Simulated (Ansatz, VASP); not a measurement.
## Two plane-wave programs on LiHF2

INCAR

```
SYSTEM = LiHF2
PREC = Accurate
ENCUT = 520
EDIFF = 1E-6
ISMEAR = 0
SIGMA = 0.05
LREAL = .FALSE.
LASPH = .TRUE.
NELM = 80
ALGO = Normal
ISIF = 2
LWAVE = .FALSE.
LCHARG = .FALSE.
GGA = CA
NBANDS = 17
```

KPOINTS

```
regular mesh
0
G
  9 9 9
  0 0 0
```

Contents of POSCAR:

```
LiHF2
1.0
    1.4644299828      0.8454890448      4.1997227031
   -1.4644299828      0.8454890448      4.1997227031
    0.0000000000     -1.6909780896      4.1997227031
Li H F
1 1 2
Direct
    0.0000000000      0.0000000000      0.0000000000
    0.5000000000      0.5000000000      0.5000000000
    0.4125119035      0.4125119035      0.4125119035
    0.5874880965      0.5874880965      0.5874880965
```

Input for Ansatz:

```yaml
crystal:
  lattice:
    - [1.4644299828, 0.8454890448, 4.1997227031]
    - [-1.4644299828, 0.8454890448, 4.1997227031]
    - [0.0, -1.6909780896, 4.1997227031]
  atoms:
    - { symbol: Li, position: [0.0, 0.0, 0.0] }
    - { symbol: H, position: [0.5, 0.5, 0.5] }
    - { symbol: F, position: [0.4125119035, 0.4125119035, 0.4125119035] }
    - { symbol: F, position: [0.5874880965, 0.5874880965, 0.5874880965] }
basis:
  ecutwfc: 420
kpoints:
  mp_grid: { grid: [9, 9, 9] }
hamiltonian:
  xc: lda
scf:
  occupations: { method: gaussian, width: 0.05 }
output:
  forces: true
  stress: true
  eigenvalues: true
```

Change from the starting cell: strain +0.015 along x and y, -0.030 along z, atoms carried along.

Alike in both runs: task single point; functional LDA; k mesh 9 × 9 × 9; occupations gaussian, width 0.05 eV; no spin polarisation.

```csv
,VASP,Ansatz
version,VASP 6.6.1,Ansatz 0.2.0
potentials or method,"VASP PAW LDA potentials, release 64 (Li_sv, H, F), cutoff 520 eV","scalar-relativistic, plane waves, PAW"
valence electrons in the cell,18,18
```

VASP gave:

- gap on the k mesh at the Fermi level (eV): 8.33
- least direct gap on the mesh (eV): 8.45
- rms of the force components (eV/Å): 0.431

Task: Which values does Ansatz return?

Result: gap on the k mesh at the Fermi level (eV): 8.37; least direct gap on the mesh (eV): 8.48; rms of the force components (eV/Å): 0.391.

LDA's correlation is that of Perdew and Zunger in VASP and of Perdew and Wang (1992) in Ansatz. Atom by atom the forces differ by 0.040 eV/Å (rms over components).

Noted on VASP's run: the cutoff is short for stress, so the pressure is rough.
